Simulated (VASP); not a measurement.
# CaSe (F-43m) in VASP: notebook

Aim: see how the results for CaSe move with the level of theory and the settings. Levels: PBE, PBE+D4, r2SCAN. Tasks: single point.

Program: VASP 6.6.1. These are calculated values, not measurements. Logs are shortened: lines on timing, memory, paths and dates and some standing lists are left out, and cuts for length are marked.

### 1 The cell of the first run

Symmetry: F-43m, No. 216, cubic system. The conventional cell has a = 6.559 Å, b = 6.559 Å, c = 6.559 Å, α = 90.00°, β = 90.00°, γ = 90.00°. Ca (site symmetry -43m) has 4 Se at 2.84 Å within 3.7 Å. Within 3.7 Å of Se (site symmetry -43m) lie 4 Ca at 2.84 Å.

### 2 Single point, PBE

Contents of INCAR:

```
SYSTEM = CaSe
PREC = Accurate
ENCUT = 520
EDIFF = 1E-6
ISMEAR = 1
SIGMA = 0.5
LREAL = .False.
LASPH = .True.
NELM = 100
ALGO = Normal
ISIF = 2
LWAVE = .False.
LCHARG = .False.
GGA = PE
NBANDS = 15
```

Contents of KPOINTS:

```
regular mesh
0
Gamma
  4 4 4
  0 0 0
```

Contents of POSCAR:

```
CaSe
1.0
    0.0000000000      3.2795613661      3.2795613661
    3.2795613661      0.0000000000      3.2795613661
    3.2795613661      3.2795613661      0.0000000000
Ca Se
1 1
Direct
    0.0000000000      0.0000000000      0.0000000000
    0.2500000000      0.2500000000      0.2500000000
```

Potentials or basis: VASP PAW PBE potentials, release 64 (Ca_sv, Se).

Command:

```bash
$ cat potpaw_PBE.64/Ca_sv/POTCAR potpaw_PBE.64/Se/POTCAR > POTCAR
$ mpirun -np 1 vasp_std > vasp.out
```

OUTCAR:

```text
SYSTEM = CaSe
   PREC = Accurate
   ENCUT = 520
   EDIFF = 1E-6
   ISMEAR = 1
   LREAL = .False.
   LASPH = .True.
   NELM = 100
   ISIF = 2
   GGA = PE

 ion  position               nearest neighbor table
   1  0.000  0.000  0.000-   2 2.84   2 2.84   2 2.84   2 2.84
   2  0.250  0.250  0.250-   1 2.84   1 2.84   1 2.84   1 2.84

  LATTYP: Found a face centered cubic cell.
 ALAT       =     6.5591227322

  Lattice vectors:

 A1 = (   0.0000000000,   3.2795613661,   3.2795613661)
 A2 = (   3.2795613661,   0.0000000000,   3.2795613661)
 A3 = (   3.2795613661,   3.2795613661,   0.0000000000)

Analysis of symmetry for initial positions (statically):
=====================================================================
 Subroutine PRICEL returns:
 Original cell was already a primitive cell.

 Routine SETGRP: Setting up the symmetry group for a
 face centered cubic supercell.

 Subroutine GETGRP returns: Found 24 space group operations
 (whereof 24 operations were pure point group operations)
 out of a pool of 48 trial point group operations.

The static configuration has the point symmetry T_d .

Analysis of symmetry for dynamics (positions and initial velocities):
=====================================================================
 Subroutine PRICEL returns:
 Original cell was already a primitive cell.

 Routine SETGRP: Setting up the symmetry group for a
 face centered cubic supercell.

 Subroutine GETGRP returns: Found 24 space group operations
 (whereof 24 operations were pure point group operations)
 out of a pool of 48 trial point group operations.

The dynamic configuration has the point symmetry T_d .

 Subroutine INISYM returns: Found 24 space group operations
 (whereof 24 operations are pure point group operations),
 and found     1 'primitive' translations

----------------------------------------------------------------------------------------

                                     Primitive cell

  volume of cell :      70.5468

  direct lattice vectors                    reciprocal lattice vectors
     0.000000000  3.279561366  3.279561366    -0.152459413  0.152459413  0.152459413
     3.279561366  0.000000000  3.279561366     0.152459413 -0.152459413  0.152459413
     3.279561366  3.279561366  0.000000000     0.152459413  0.152459413 -0.152459413

  length of vectors
     4.638000163  4.638000163  4.638000163     0.264067449  0.264067449  0.264067449

  position of ions in fractional coordinates (direct lattice)
     0.000000000  0.000000000  0.000000000
     0.250000000  0.250000000  0.250000000

  ion indices of the primitive-cell ions
   primitive index   ion index
                 1           1
                 2           2

----------------------------------------------------------------------------------------

 KPOINTS: regular mesh

Automatic generation of k-mesh.
 Grid dimensions read from file:
 generate k-points for:    4    4    4

 Generating k-lattice:

  Cartesian coordinates                     Fractional coordinates (reciprocal lattice)
    -0.038114853  0.038114853  0.038114853     0.250000000  0.000000000  0.000000000
     0.038114853 -0.038114853  0.038114853     0.000000000  0.250000000  0.000000000
     0.038114853  0.038114853 -0.038114853     0.000000000  0.000000000  0.250000000

  Length of vectors
     0.066016862  0.066016862  0.066016862

  Shift w.r.t. Gamma in fractional coordinates (k-lattice)
     0.000000000  0.000000000  0.000000000

 Subroutine IBZKPT returns following result:
 ===========================================

 Found      8 irreducible k-points:

 Following reciprocal coordinates:
            Coordinates               Weight
  0.000000  0.000000  0.000000      1.000000
  0.250000  0.000000  0.000000      8.000000
  0.500000  0.000000  0.000000      4.000000
  0.250000  0.250000  0.000000      6.000000
  0.500000  0.250000  0.000000     24.000000
 -0.250000  0.250000  0.000000     12.000000
  0.500000  0.500000  0.000000      3.000000
 -0.250000  0.500000  0.250000      6.000000
   k-points           NKPTS =      8   k-points in BZ     NKDIM =      8   number of bands    NBANDS=     15
   number of dos      NEDOS =    301   number of ions     NIONS =      2
   total plane-waves  NPLWV =  46656
   dimension x,y,z NGX =    36 NGY =   36 NGZ =   36
   dimension x,y,z NGXF=    72 NGYF=   72 NGZF=   72
   ions per type =               1   1
   NGX,Y,Z   is equivalent  to a cutoff of  12.90, 12.90, 12.90 a.u.
   NGXF,Y,Z  is equivalent  to a cutoff of  25.81, 25.81, 25.81 a.u.
 SYSTEM =  CaSe
   PREC   = accura    normal or accurate (medium, high low for compatibility)
   ISTART =      0    job   : 0-new  1-cont  2-samecut
   ICHARG =      2    charge: 1-file 2-atom 10-const
   ISPIN  =      1    spin polarized calculation?
   LNONCOLLINEAR =      F non collinear calculations
   LSORBIT =      F    spin-orbit coupling
   LASPH  =      T    aspherical Exc in radial PAW
   ENCUT  =  520.0 eV  38.22 Ry    6.18 a.u.   8.62  8.62  8.62*2*pi/ulx,y,z
   NELM   =    100;   NELMIN=  2; NELMDL= -5     # of ELM steps
   EDIFF  = 0.1E-05   stopping-criterion for ELM
   LREAL  =      F    real-space projection
   EDIFFG = 0.1E-04   stopping-criterion for IOM
   NSW    =      0    number of steps for IOM
   IBRION =     -1    ionic relax: 0-MD 1-quasi-New 2-CG
   NFREE  =      0    steps in history (QN), initial steepest desc. (CG)
   ISIF   =      2    stress and relaxation
   ISYM   =      2    0-nonsym 1-usesym 2-fastsym
   POTIM  = 0.5000    time-step for ionic-motion
   TEBEG  =    0.0;   TEEND  =   0.0 temperature during run
   PSTRESS=    0.0 pullay stress
   NELECT =      16.0000    total number of electrons
   NUPDOWN=      -1.0000    fix difference up-down
   EMIN   =  10.00;   EMAX   =-10.00  energy-range for DOS
   EFERMI =   0.00;   METHOD = LEGACY
   ISMEAR =     1;   SIGMA  =   0.50  broadening in eV -4-tet -1-fermi 0-gaus
   EFERMI_NEDOS =   21; number of points for ismear=-14 and -15
   IALGO  =     38    algorithm
   IMIX   =      4    mixing-type and parameters
     AMIX     =   0.40;   BMIX     =  1.00
     AMIX_MAG =   1.60;   BMIX_MAG =  1.00
  volume/ion in A,a.u.               =      35.27       238.04
  Fermi-wavevector in a.u.,A,eV,Ry     =   0.998364  1.886635 13.561354  0.996731
  Thomas-Fermi vector in A             =   2.130583
   LORBIT       =      0    0 simple, 1 ext, 2 COOP (PROOUT), +10 PAW based schemes
   GGA     = PE    functional components
   LHFCALC =     F    Hartree Fock is set to
   AEXX    =    0.0000 exact exchange contribution
   IVDW    =     0    specifies the selected vdW correction
   LEPSILON=     F    determine dielectric tensor
   LRPA    =     F    only Hartree local field effects (RPA)
 non-spin polarized calculation
 Methfessel and Paxton  Order N= 1 SIGMA  =   0.50
  energy-cutoff  :      520.00
  volume of cell :       70.55
 maximum number of plane-waves:      1924
 NGX is ok and might be reduce to    36
   NGX = 17   NGY = 17   NGZ = 17

 number of electron      16.0000003 magnetization

 Free energy of the ion-electron system (eV)
  ---------------------------------------------------
  ext. energy  EPLUGINS =         0.00000000
  ---------------------------------------------------
  free energy    TOTEN  =        -8.92016445 eV

  energy without entropy =       -8.98106599  energy(sigma->0) =       -8.94046496

 E-fermi :   0.0483     XC(G=0):  -7.6226

 val. band max:       -0.3040034810   @ k =  -0.2500   0.2500   0.0000
 cond. band min:       2.8992858004   @ k =   0.0000   0.0000   0.0000
 fundamental gap:      3.2032892814
 Fermi energy:         0.0483375843

 k-point     1 :       0.0000    0.0000    0.0000
  band No.  band energies     occupation
      1     -39.3637      2.00000
      2     -20.3807      2.00000
      3     -20.3807      2.00000
      4     -20.3807      2.00000
      5     -10.6347      2.00000
      6      -0.4016      2.02274
      7      -0.4016      2.02274
      8      -0.4016      2.02274
      9       2.8993     -0.00000
     10       5.0749     -0.00000
     11       5.0749     -0.00000
     12       7.0927     -0.00000
     13       7.0927     -0.00000
     14       7.0927     -0.00000
     15       8.7910     -0.00000

 k-point     2 :       0.2500    0.0000    0.0000
  band No.  band energies     occupation
      1     -39.3629      2.00000
      2     -20.4032      2.00000
      3     -20.3834      2.00000
      4     -20.3834      2.00000
      5     -10.5061      2.00000
      6      -1.0971      2.00560
      7      -0.3565      1.98493
      8      -0.3565      1.98493
      9       4.2810     -0.00000
     10       4.9257     -0.00000
     11       4.9257     -0.00000
     12       6.1948     -0.00000
     13       6.8718     -0.00000
     14       6.8718     -0.00000
     15       7.7813     -0.00000

 k-point     3 :       0.5000    0.0000    0.0000
  band No.  band energies     occupation
      1     -39.3620      2.00000
      2     -20.4255      2.00000
      3     -20.3862      2.00000
      4     -20.3862      2.00000
      5     -10.3755      2.00000
      6      -1.5220      2.00008
      7      -0.3213      1.94569
      8      -0.3213      1.94569
      9       4.7838     -0.00000
     10       5.1925     -0.00000
     11       5.1925     -0.00000
     12       5.5335     -0.00000
     13       6.0643     -0.00000
     14       6.0643     -0.00000
     15       8.5871     -0.00000
[... 55 lines left out ...]
 k-point     7 :       0.5000    0.5000    0.0000
  band No.  band energies     occupation
      1     -39.3614      2.00000
      2     -20.4281      2.00000
      3     -20.3939      2.00000
      4     -20.3939      2.00000
      5     -10.2918      2.00000
      6      -1.5487      2.00006
      7      -0.3408      1.96859
      8      -0.3408      1.96859
      9       3.2404     -0.00000
     10       4.6793     -0.00000
     11       5.8016     -0.00000
     12       5.8016     -0.00000
     13       5.8275     -0.00000
     14       7.7224     -0.00000
     15       9.0429     -0.00000

 k-point     8 :      -0.2500    0.5000    0.2500
  band No.  band energies     occupation
      1     -39.3614      2.00000
      2     -20.4221      2.00000
      3     -20.3999      2.00000
      4     -20.3940      2.00000
      5     -10.2920      2.00000
      6      -1.0168      2.01026
      7      -1.0007      2.01150
      8      -0.4045      2.02471
      9       3.4676     -0.00000
     10       4.6829     -0.00000
     11       5.5924     -0.00000
     12       5.9202     -0.00000
     13       6.5154     -0.00000
     14       8.4513     -0.00000
     15       8.6550     -0.00000

------------------------ aborting loop because EDIFF is reached ----------------------------------------

  FORCE on cell =-STRESS in cart. coord.  units (eV):
  Direction    XX          YY          ZZ          XY          YZ          ZX
  --------------------------------------------------------------------------------------
  -------------------------------------------------------------------------------------
  Total        0.2309503      0.2309503      0.2309503      0.0000000      0.0000000     -0.0000000
  in kB        5.2450777      5.2450777      5.2450777      0.0000000      0.0000000     -0.0000000
  external PRESSURE =       5.2450777 kB  Pullay stress =       0.0000000 kB

 VOLUME and BASIS-vectors are now :
 -----------------------------------------------------------------------------
  energy-cutoff  :      520.00
  volume of cell :       70.55
      direct lattice vectors                 reciprocal lattice vectors
     0.000000000  3.279561366  3.279561366    -0.152459413  0.152459413  0.152459413
     3.279561366  0.000000000  3.279561366     0.152459413 -0.152459413  0.152459413
     3.279561366  3.279561366  0.000000000     0.152459413  0.152459413 -0.152459413

 POSITION                                       TOTAL-FORCE (eV/Angst)
 -----------------------------------------------------------------------------------
      0.00000      0.00000      0.00000         0.000000     -0.000000     -0.000000
      1.63978      1.63978      1.63978        -0.000000      0.000000      0.000000
 -----------------------------------------------------------------------------------
    total drift:                                0.000000      0.000000      0.000000

  FREE ENERGIE OF THE ION-ELECTRON SYSTEM (eV)
  ---------------------------------------------------
  free  energy   TOTEN  =        -8.9201644520 eV

  energy  without entropy=       -8.9810659900  energy(sigma->0) =       -8.94046496
```

Run time: 14 s. Hardware: 1 thread of Intel Xeon Platinum 8259CL at 2.50GHz (Skylake/Cascade Lake), shared host; peak memory 0.19 GiB.

Results:

* Free energy: -8.9202 eV
* Pressure: 0.5 GPa
* Band gap on the k mesh: 3.20 eV, indirect (least direct gap 3.30 eV)

A k mesh can miss the band edges. PBE gaps usually lie below the measured ones, often by a third to a half.

### 3 Single point, PBE

Contents of INCAR:

```
ALGO = Normal ; EDIFF = 1E-6
ENCUT = 520 ; GGA = PE
ISIF = 2 ; ISMEAR = 0
LASPH = T ; LCHARG = F
LREAL = F ; LWAVE = F
NBANDS = 15 ; NELM = 80
PREC = Accurate ; SIGMA = 0.01
```

Contents of KPOINTS:

```
k-points
0
Gamma
  4 4 4
```

POSCAR is that of step 2.

Potentials or basis: VASP PAW PBE potentials, release 64 (Ca_sv, Se).

Command:

```bash
$ cat potpaw_PBE.64/Ca_sv/POTCAR potpaw_PBE.64/Se/POTCAR > POTCAR
$ mpirun -np 1 vasp_std > vasp.out
```

Run time: 13 s. Hardware: 1 thread of Intel Xeon Platinum 8259CL at 2.50GHz (Skylake/Cascade Lake), shared host; peak memory 0.2 GiB.

It converged, with:

| Item | Value |
| --- | --- |
| Free energy | -8.9665 eV |
| Pressure | 0.6 GPa |
| Band gap on the k mesh | 3.20 eV, indirect (least direct gap 3.30 eV) |

Levels at points of the mesh, in eV from the valence-band top:
```
           k point  band 6  band 7  band 8  band 9  band 10  band 11
(0.00, 0.00, 0.00)   -0.10   -0.10   -0.10    3.20     5.38     5.38
(0.50, 0.00, 0.00)   -1.22   -0.02   -0.02    5.09     5.50     5.50
(0.50, 0.50, 0.00)   -1.25   -0.04   -0.04    3.54     4.98     6.10
```

A k mesh can miss the band edges. As with any semilocal functional, this PBE gap is likely too small.

### 4 Single point, PBE+D4

Contents of INCAR:

```
ALGO = Normal
EDIFF = 1E-6
ENCUT = 520
GGA = PE
ISIF = 2
ISMEAR = 0
IVDW = 13
LASPH = True
LCHARG = False
LREAL = False
LWAVE = False
NBANDS = 15
NELM = 60
PREC = Accurate
SIGMA = 0.01
```

KPOINTS is that of step 3.

POSCAR is that of step 3.

Command:

```bash
$ cat potpaw_PBE.64/Ca_sv/POTCAR potpaw_PBE.64/Se/POTCAR > POTCAR
$ mpirun -np 1 vasp_std > vasp.out
```

Wall time 14 s (1 thread of Intel Xeon Platinum 8259CL at 2.50GHz (Skylake/Cascade Lake), shared host); peak memory 0.2 GiB.

The run converged. Its results:

```yaml
Free_energy: -9.4224 eV
Pressure: -0.6 GPa
Band_gap_on_the_k_mesh: 3.20 eV, indirect (least direct gap 3.30 eV)
Dispersion_energy_per_atom: -0.228 eV
```

Levels at points of the mesh, in eV from the valence-band top:
| k point | band 5 | band 6 | band 7 | band 8 | band 9 | band 10 | band 11 | band 12 |
| --- | --- | --- | --- | --- | --- | --- | --- | --- |
| (0.00, 0.00, 0.00) | -10.33 | -0.10 | -0.10 | -0.10 | 3.20 | 5.38 | 5.38 | 7.40 |
| (0.50, 0.00, 0.00) | -10.07 | -1.22 | -0.02 | -0.02 | 5.09 | 5.50 | 5.50 | 5.84 |
| (0.50, 0.50, 0.00) | -9.99 | -1.25 | -0.04 | -0.04 | 3.54 | 4.98 | 6.10 | 6.10 |

A k mesh can miss the band edges.

### 5 Single point, r2SCAN

POSCAR is that of step 4.

Contents of INCAR.step1:

```
ALGO = Normal ; EDIFF = 1E-4
ENCUT = 520 ; GGA = PE
ISMEAR = 0 ; LASPH = True
LCHARG = False ; LREAL = False
LWAVE = True ; NBANDS = 15
NELM = 60 ; PREC = Accurate
SIGMA = 0.01
```

Contents of INCAR.step2:

```
ALGO = Normal ; EDIFF = 1E-6
ENCUT = 520 ; ISIF = 2
ISMEAR = 0 ; ISTART = 1
LASPH = True ; LCHARG = False
LMIXTAU = True ; LREAL = False
LWAVE = False ; METAGGA = R2SCAN
NBANDS = 15 ; NELM = 60
PREC = Accurate ; SIGMA = 0.01
```

KPOINTS is that of step 4.

Command:

```bash
$ cat potpaw_PBE.64/Ca_sv/POTCAR potpaw_PBE.64/Se/POTCAR > POTCAR
$ cp INCAR.step1 INCAR
$ mpirun -np 1 vasp_std > vasp.out
$ cp INCAR.step2 INCAR
$ mpirun -np 1 vasp_std > vasp.out
```

Run time: 55 s. Hardware: 1 thread of Intel Xeon Platinum 8259CL at 2.50GHz (Skylake/Cascade Lake), shared host; peak memory 0.22 GiB.

It converged, with:

```yaml
Free_energy: -25.3592 eV
Pressure: 0.2 GPa
Band_gap_on_the_k_mesh: 3.68 eV, indirect (least direct gap 3.78 eV)
```

Levels at points of the mesh, in eV from the valence-band top:
| k point | band 5 | band 6 | band 7 | band 8 | band 9 | band 10 | band 11 | band 12 |
| --- | --- | --- | --- | --- | --- | --- | --- | --- |
| (0.00, 0.00, 0.00) | -10.72 | -0.09 | -0.09 | -0.09 | 3.68 | 5.94 | 5.94 | 7.99 |
| (0.50, 0.00, 0.00) | -10.45 | -1.23 | -0.02 | -0.02 | 5.61 | 6.06 | 6.06 | 6.39 |
| (0.50, 0.50, 0.00) | -10.36 | -1.24 | -0.05 | -0.05 | 3.89 | 5.55 | 6.70 | 6.70 |

Caveat: the PAW data sets were made with another functional, which shifts forces and pressure a little. A k mesh can miss the band edges.

### 6 Single point, PBE

Contents of INCAR:

```
SYSTEM = CaSe
ALGO = Normal ; EDIFF = 1E-6
ENCUT = 520 ; GGA = PE
ISIF = 2 ; ISMEAR = 0
ISYM = 0 ; LASPH = .TRUE.
LCHARG = .FALSE. ; LREAL = .FALSE.
LWAVE = .FALSE. ; NBANDS = 15
NELM = 100 ; PREC = Accurate
SIGMA = 0.01
```

Contents of KPOINTS:

```
Automatic mesh
0
Gamma
  4 4 4
  0 0 0.5
```

POSCAR is that of step 5.

Potentials or basis: VASP PAW PBE potentials, release 64 (Ca_sv, Se).

Command:

```bash
$ cat potpaw_PBE.64/Ca_sv/POTCAR potpaw_PBE.64/Se/POTCAR > POTCAR
$ mpirun -np 1 vasp_std > vasp.out
```

Wall time 1.8 min (1 thread of Intel Xeon Platinum 8259CL at 2.50GHz (Skylake/Cascade Lake), shared host); peak memory 0.3 GiB.

Results (log left out):

```
Free energy            : -8.9678 eV
Pressure               : 0.6 GPa
Band gap on the k mesh : 3.67 eV, indirect (least direct gap 3.71 eV)
```

Levels at points of the mesh, in eV from the valence-band top:
```csv
k point,band 4,band 5,band 6,band 7,band 8,band 9,band 10,band 11,band 12,band 13
"(0.00, 0.00, 0.12)",-20.07,-10.29,-0.35,-0.08,-0.08,3.67,5.30,5.30,7.12,7.42
```

### 7 Overview

| level | k mesh | smearing | gap on the mesh (eV) | pressure (GPa) |
| --- | --- | --- | --- | --- |
| PBE | 4 × 4 × 4 | methfessel-paxton 0.5 eV | 3.20 | 0.5 |
| PBE | 4 × 4 × 4 | gaussian 0.01 eV | 3.20 | 0.6 |
| PBE+D4 | 4 × 4 × 4 | gaussian 0.01 eV | 3.20 | -0.6 |
| r2SCAN | 4 × 4 × 4 | gaussian 0.01 eV | 3.68 | 0.2 |
| PBE | 4 × 4 × 4, shifted | gaussian 0.01 eV | 3.67 | 0.6 |

Alike in all rows: task single point; potentials or basis VASP PAW PBE potentials, release 64 (Ca_sv, Se); no spin polarisation; cell as given; cutoff (eV) 520.

On the cell as given the gap runs from 3.20 eV (PBE) to 3.68 eV (r2SCAN). The pressure there spans -0.6 GPa (PBE+D4) to 0.6 GPa (PBE); a positive pressure means that this level wants a larger cell, a negative one a smaller.

Caveats: the PAW data sets were made with another functional, which shifts forces and pressure a little (some runs).

Total energies depend on the potentials used, so only differences within one code and one set of settings carry meaning.
